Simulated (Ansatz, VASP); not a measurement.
## Two plane-wave programs on Be

```
CELL_PARAMETERS angstrom
4.59018 2.65014 0.71661
-4.59018 2.65014 0.71661
0.00000 -5.30028 0.71661
ATOMIC_POSITIONS crystal
Be 0.40501 0.26315 0.98721
Be 0.98721 0.40501 0.26315
Be 0.26315 0.98721 0.40501
Be 0.59499 0.73685 0.01279
Be 0.01279 0.59499 0.73685
Be 0.73685 0.01279 0.59499
```

Alike in both runs: functional PBE; k mesh 6 × 6 × 6; occupations gaussian, width 0.1 eV; no spin polarisation.

Ansatz relaxed the structure, and its values are those at the end. VASP's run is a single point on that final structure, the one shown.

|  | VASP | Ansatz |
| --- | --- | --- |
| version | VASP 6.6.1 | Ansatz 0.2.0 |
| potentials or method | VASP PAW PBE potentials, release 64 (Be), cutoff 520 eV | scalar-relativistic, plane waves, PAW |
| valence electrons in the cell | 12 | 12 |

|  | VASP | Ansatz | Ansatz less VASP |
| --- | --- | --- | --- |
| gap on the k mesh at the Fermi level (eV) | none | none | - |
| pressure (GPa) | 0.3 | 0.2 | -0.14 |
| rms of the force components (eV/Å) | 0.011 | 0.010 | -0.0015 |

A gap of «none» marks a metal or a gap that the smearing closes.

The k mesh is coarse, so the values compare programs but aren't converged.
